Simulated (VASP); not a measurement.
Input of a VASP 6.6.1 run:

INCAR

```
ALGO     = Normal         # electronic algorithm
EDIFF    = 1E-7           # SCF threshold, eV
ENCUT    = 520            # plane-wave cutoff, eV
GGA      = PE             # functional
ISIF     = 2              # what is computed and relaxed
ISMEAR   = 0              # smearing method
IVDW     = 12             # dispersion correction
LASPH    = True           # aspherical terms in the spheres
LCHARG   = False          # write CHGCAR
LREAL    = False          # projectors in reciprocal space
LWAVE    = False          # write WAVECAR
NBANDS   = 31             # bands
NELM     = 60             # most SCF steps
PREC     = Accurate       # precision mode
SIGMA    = 0.05           # smearing width, eV
```

Contents of KPOINTS:

```
k-points
0
Gamma
  7 11 3
```

POSCAR

```
C
1.0
    0.0000000000      1.4231666446     -3.3613878322
   -2.4649969361      0.0000000000      0.0000000000
    3.0812461702     10.9625635890      1.1132642684
C
10
Direct
   -0.0318452829      0.6112774112      0.8090219290
    0.7208160126      0.6777599444      0.0622079555
    0.7826506888      0.4111393111      0.2489114489
   -0.1555146351      1.1445186778      0.4356149422
   -0.0936799590      0.8778980445      0.6223184356
    0.7410186635      0.2556194223      0.1244955379
   -0.1971466604      0.9889987891      0.3111990313
   -0.1353119842      0.7223781558      0.4979025246
   -0.0734773081      1.4557575225      0.6846060180
   -0.0116426320      1.1891368892      0.8713095114
```

Potentials or basis: VASP PAW PBE potentials, release 64 (C).

Run with:

```console
$ cat potpaw_PBE.64/C/POTCAR > POTCAR
$ mpirun -np 1 vasp_std > vasp.out
```

Problem. What does it give for the pressure?

Solution. -4.2 GPa.

Problem. Predict the dispersion energy per atom.

Solution. -0.150 eV.

Problem. Estimate the largest force.

Solution. 3.746 eV/Å.

Stress tensor (GPa, compression positive):
```
-3.34  8.83  4.87
 8.83 -4.84 -3.52
 4.87 -3.52 -4.29
```

Caveat: the cell stands under tension; forces of over 1 eV/Å act on the atoms, so gaps and moduli don't describe the material at rest.
